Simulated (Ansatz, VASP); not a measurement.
## Br: VASP beside Ansatz

```
Br
1.0
     3.45867   -2.06914    0.00000
     3.45867    2.06914    0.00000
     0.00000    0.00000    8.52959
Br
4
Direct
  0.86082 0.13918 0.11578
  0.63918 0.36082 0.61578
  0.13918 0.86082 0.88422
  0.36082 0.63918 0.38422
```

Alike in both runs: task single point; functional r2SCAN; k mesh 8 × 8 × 4; occupations fermi-dirac, width 0.05 eV; no spin polarisation.

|  | VASP | Ansatz |
| --- | --- | --- |
| version | VASP 6.6.1 | Ansatz 0.2.0 |
| potentials or method | VASP PAW PBE potentials, release 64 (Br), cutoff 520 eV | plane waves (500 eV) with PAW, scalar-relativistic |
| valence electrons in the cell | 28 | 28 |

|  | VASP | Ansatz | Ansatz less VASP |
| --- | --- | --- | --- |
| pressure (GPa) | 3.0 | 3.1 | +0.05 |
| traceless stress, the component that is largest in VASP (GPa) | 2.83 | 2.87 | +0.040 |

VASP's potentials were made for PBE, not for r2SCAN. With one functional, cell and mesh, what is left measures potentials, basis and numerics.
